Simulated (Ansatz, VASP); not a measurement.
# Cd2PCl: VASP beside Ansatz

```
CELL_PARAMETERS angstrom
2.02145 1.16708 6.52947
-2.02145 1.16708 6.52947
0.00000 -2.33417 6.52947
ATOMIC_POSITIONS crystal
Cd 0.23334 0.23334 0.23334
Cd 0.76666 0.76666 0.76666
P 0.50000 0.50000 0.50000
Cl 0.00000 0.00000 0.00000
```

Alike in both runs: functional PBE; k mesh 12 × 12 × 12; occupations gaussian, width 0.1 eV; no spin polarisation.

Ansatz relaxed the structure, and its values are those at the end. VASP's run is a single point on that final structure, the one shown.

```csv
,VASP,Ansatz
version,VASP 6.6.1,Ansatz 0.2.0
potentials or method,"VASP PAW PBE potentials, release 64 (Cd, P, Cl), cutoff 520 eV","scalar-relativistic, plane waves, PAW"
valence electrons in the cell,36,52
```

VASP gave:

* gap on the k mesh at the Fermi level (eV): none
* pressure (GPa): 0.3
* rms of the force components (eV/Å): 0.006

Which values does Ansatz return?

gap on the k mesh at the Fermi level (eV): none; pressure (GPa): 0.0; rms of the force components (eV/Å): 0.000.

A gap of «none» marks a metal or a gap that the smearing closes. The functional is the same, so the differences come from potentials, cutoffs and numerics. VASP's potentials hold 36 valence electrons a cell and Ansatz's 52, so a difference there can come from the potentials and not from the codes.
